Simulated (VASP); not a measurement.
Input of a VASP 6.6.1 run:

The input INCAR:

```
SYSTEM = TaN
PREC = Accurate
ENCUT = 520
EDIFF = 1E-6
ISMEAR = 0
SIGMA = 0.15
LREAL = .False.
LASPH = .True.
NELM = 100
ALGO = Normal
ISIF = 2
LWAVE = .False.
LCHARG = .False.
GGA = PS
NBANDS = 24
```

File KPOINTS:

```
regular mesh
0
Gamma
  18 18 8
  0 0 0
```

POSCAR

```
TaN
1.0
    3.1213805346      0.0000000000      0.0000000000
   -1.5606902673      2.7031948378      0.0000000000
    0.0000000000      0.0000000000      5.8120105555
Ta N
2 2
Direct
    0.3333333333      0.6666666667      0.0301041378
    0.6666666667      0.3333333333      0.5301041378
    0.3333333333      0.6666666667      0.3548958622
    0.6666666667      0.3333333333      0.8548958622
```

Potentials or basis: VASP PAW PBE potentials, release 64 (Ta_pv, N).

Command:

```sh
$ cat potpaw_PBE.64/Ta_pv/POTCAR potpaw_PBE.64/N/POTCAR > POTCAR
$ mpirun -np 1 vasp_std > vasp.out
```

**Question.** Estimate the largest force.

**Answer.** 1.212 eV/Å.

**Question.** Predict the pressure.

**Answer.** 16.7 GPa.

Stress tensor (GPa, compression positive):
```
 7.98  0.00  0.00
 0.00  7.98  0.00
 0.00  0.00 34.12
```

Caveat: the PAW data sets were made with another functional, which shifts forces and pressure a little.
